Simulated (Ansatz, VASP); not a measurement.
**MoS2: VASP beside Ansatz**

Contents of POSCAR:

```
MoS2
1.0
    0.0000000000      2.9323968606      2.9323968606
    2.9323968606      0.0000000000      2.9323968606
    2.9323968606      2.9323968606      0.0000000000
Mo S
1 2
Direct
    0.0000000000      0.0000000000      0.0000000000
    0.2500000000      0.2500000000      0.2500000000
    0.7500000000      0.7500000000      0.7500000000
```

The input INCAR.step1:

```
SYSTEM = MoS2
PREC = Accurate
ENCUT = 520
EDIFF = 1E-5
ISMEAR = -1
SIGMA = 0.02
LREAL = .False.
LASPH = .True.
NELM = 80
ALGO = Normal
ISIF = 2
LWAVE = .True.
NBANDS = 20
GGA = PE
```

File INCAR.step2:

```
SYSTEM = MoS2
PREC = Accurate
ENCUT = 520
EDIFF = 1E-6
ISMEAR = -1
SIGMA = 0.02
LREAL = .False.
LASPH = .True.
NELM = 80
ALGO = Normal
ISIF = 2
LWAVE = .False.
LCHARG = .True.
GGA = PE
LHFCALC = .True.
HFSCREEN = 0.2079
PRECFOCK = Normal
LELF = .True.
LVHAR = .True.
NBANDS = 20
ISTART = 1
```

KPOINTS

```
regular mesh
0
Gamma
  4 4 4
  0 0 0
```

Input for Ansatz:

```yaml
crystal:
  lattice:
    - [0.0, 2.9323968606, 2.9323968606]
    - [2.9323968606, 0.0, 2.9323968606]
    - [2.9323968606, 2.9323968606, 0.0]
  atoms:
    - { symbol: Mo, position: [0.0, 0.0, 0.0] }
    - { symbol: S, position: [0.25, 0.25, 0.25] }
    - { symbol: S, position: [0.75, 0.75, 0.75] }
kpoints:
  mp_grid: { grid: [4, 4, 4] }
hamiltonian:
  xc: hse06
scf:
  occupations: { method: fermi_dirac, width: 0.02 }
  n_extra_bands: 4
output:
  forces: true
  stress: true
  eigenvalues: true
```

Alike in both runs: task single point; functional HSE06; k mesh 4 × 4 × 4; occupations fermi-dirac, width 0.02 eV; no spin polarisation.

|  | VASP | Ansatz |
| --- | --- | --- |
| version | VASP 6.6.1 | Ansatz 0.2.0 |
| potentials or method | VASP PAW PBE potentials, release 64 (Mo_sv, S) | plane waves, PAW |
| plane-wave cutoff (eV) | 520 | 420 |
| valence electrons in the cell | 26 | 26 |

VASP gave:

- pressure (GPa): -4.8

Question: What did Ansatz give for the same quantities?

Answer: Pressure (GPa): -4.6.

Ansatz's warnings: filled band counts differ across k points, stress exchange threshold loose, stress scf threshold loose.

The k mesh is coarse, so the values compare programs but aren't converged.
